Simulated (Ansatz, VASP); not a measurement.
## HgTe in VASP and in Ansatz

POSCAR

```
HgTe
1.0
    0.0000000000      3.2235000000      3.2235000000
    3.2235000000      0.0000000000      3.2235000000
    3.2235000000      3.2235000000      0.0000000000
Hg Te
1 1
Direct
   -0.0067164992     -0.0067164992     -0.0067164992
    0.7500000000      0.7500000000      0.7500000000
```

Contents of INCAR.step1:

```
SYSTEM = HgTe
  PREC = Accurate
  ENCUT = 520
  ISMEAR = 0
  SIGMA = 0.15
  LREAL = .FALSE.
  LASPH = .TRUE.
  NELM = 80
  NBANDS = 16
  GGA = PE
  ALGO = Normal
  EDIFF = 1E-4
  LWAVE = .TRUE.
  LCHARG = .FALSE.
```

The input INCAR.step2:

```
SYSTEM = HgTe
  PREC = Accurate
  ENCUT = 520
  EDIFF = 1E-6
  ISMEAR = 0
  SIGMA = 0.15
  LREAL = .FALSE.
  LASPH = .TRUE.
  NELM = 80
  ALGO = Normal
  ISIF = 2
  LWAVE = .FALSE.
  LCHARG = .TRUE.
  METAGGA = R2SCAN
  LMIXTAU = .TRUE.
  LELF = .TRUE.
  LVHAR = .TRUE.
  NBANDS = 16
  ISTART = 1
```

The input KPOINTS:

```
Automatic mesh
0
G
  14 14 14
  0 0 0
```

Input for Ansatz:

```yaml
crystal:
  lattice:
    - [0.0, 3.2235, 3.2235]
    - [3.2235, 0.0, 3.2235]
    - [3.2235, 3.2235, 0.0]
  atoms:
    - { symbol: Hg, position: [-0.0067164992, -0.0067164992, -0.0067164992] }
    - { symbol: Te, position: [0.75, 0.75, 0.75] }
basis:
  ecutwfc: 500
kpoints:
  mp_grid: { grid: [14, 14, 14] }
hamiltonian:
  xc: r2scan
scf:
  occupations: { method: gaussian, width: 0.15 }
output:
  forces: true
  stress: true
  eigenvalues: true
```

Change from the starting cell: all Hg atoms moved +0.075 Å, as atom 1 towards its neighbour atom 2 (Te) at 2.792 Å.

Alike in both runs: task single point; functional r2SCAN; k mesh 14 × 14 × 14; occupations gaussian, width 0.15 eV; no spin polarisation.

|  | VASP | Ansatz |
| --- | --- | --- |
| version | VASP 6.6.1 | Ansatz 0.2.0 |
| potentials or method | VASP PAW PBE potentials, release 64 (Hg, Te), cutoff 520 eV | scalar-relativistic, plane waves, PAW |
| valence electrons in the cell | 18 | 36 |

|  | VASP | Ansatz | Ansatz less VASP |
| --- | --- | --- | --- |
| gap on the k mesh at the Fermi level (eV) | none | none | - |
| pressure (GPa) | 2.9 | 2.8 | -0.08 |
| traceless stress, the component that is largest in VASP (GPa) | 0.76 | 0.75 | -0.010 |
| rms of the force components (eV/Å) | 0.204 | 0.200 | -0.0039 |

VASP's potentials were made for PBE, not for r2SCAN. Atom by atom the forces differ by 0.004 eV/Å (rms over components). A gap of «none» marks a metal or a gap that the smearing closes. With one functional, cell and mesh, what is left measures potentials, basis and numerics. VASP's potentials hold 18 valence electrons a cell and Ansatz's 36, so a difference there can come from the potentials and not from the codes.

Spin-orbit coupling is off throughout.
